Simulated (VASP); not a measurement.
ZnSe (sol2), 2 atoms in the cell. It takes space group I-4m2 (No. 119, tetragonal). The conventional cell has a = 4.023 Å, b = 4.023 Å, c = 5.566 Å, α = 90.00°, β = 90.00°, γ = 90.00°. Within 3.2 Å of Zn (site symmetry -4m2) lie 4 Se at 2.45 Å. Se (site symmetry -4m2) has 4 Zn at 2.45 Å within 3.2 Å.  This cell differs from its parent crystal: strained cell.

| Item | Value |
| --- | --- |
| Program | VASP 6.6.1 |
| Task | single point |
| Functional | PBEsol |
| Potentials or basis | VASP PAW PBE potentials, release 64 (Zn, Se) |
| Cutoff | 500 eV |
| k mesh | 8 × 8 × 8 |
| Occupations | gaussian, width 0.02 eV |
| Spin | no spin polarisation |
| Dipole correction | no |
| Further INCAR settings | ALGO = Normal; EDIFF = 1e-06; NBANDS = 16 |

Potentials or basis: VASP PAW PBE potentials, release 64 (Zn, Se).

The run is started by

```sh
$ cat potpaw_PBE.64/Zn/POTCAR potpaw_PBE.64/Se/POTCAR > POTCAR
$ mpirun -np 1 vasp_std > vasp.out
```

Hardware: 1 thread of Intel Xeon 8259CL, with other jobs on the host.

Problem. How long does it take, and how much memory?

Solution. It took 66 s on 1 thread of Intel Xeon 8259CL (shared host), peak memory 0.19 GiB. Counts: scf iterations 12, k points 59.
